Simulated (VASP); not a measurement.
Here is a VASP 6.6.1 calculation.

File POSCAR:

```
ZrC
1.0
    3.2968400616      0.0000000000      0.0000000000
   -1.6484200308      2.8551472455      0.0000000000
    0.0000000000      0.0000000000      2.9464413599
Zr C
1 1
Direct
    0.0000000000      0.0000000000      0.0000000000
    0.6666666667      0.3333333333      0.5000000000
```

INCAR.step1

```
PREC = Accurate
ENCUT = 520
ISMEAR = 0
SIGMA = 0.05
LREAL = F
LASPH = T
NELM = 60
NBANDS = 15
GGA = PE
ALGO = Normal
EDIFF = 1E-4
LWAVE = T
LCHARG = F
```

Contents of INCAR.step2:

```
PREC = Accurate
ENCUT = 520
EDIFF = 1E-7
ISMEAR = 0
SIGMA = 0.05
LREAL = F
LASPH = T
NELM = 60
ALGO = Normal
ISIF = 2
LWAVE = F
LCHARG = F
METAGGA = R2SCAN
LMIXTAU = T
NBANDS = 15
ISTART = 1
```

KPOINTS

```
regular mesh
0
Gamma
  12 12 12
```

Potentials or basis: VASP PAW PBE potentials, release 64 (Zr_sv, C).

Launch:

```sh
$ cat potpaw_PBE.64/Zr_sv/POTCAR potpaw_PBE.64/C/POTCAR > POTCAR
$ cp INCAR.step1 INCAR
$ mpirun -np 1 vasp_std > vasp.out
$ cp INCAR.step2 INCAR
$ mpirun -np 1 vasp_std > vasp.out
```

(1) What does it give for the pressure?

(2) Predict the band gap on the k mesh.

## Answers

(1) -3.5 GPa.

(2) zero (band 8 reaches 8.99 eV, above the bottom of band 9 at 8.72 eV).

Caveat: the PAW data sets were made with another functional, which shifts forces and pressure a little.
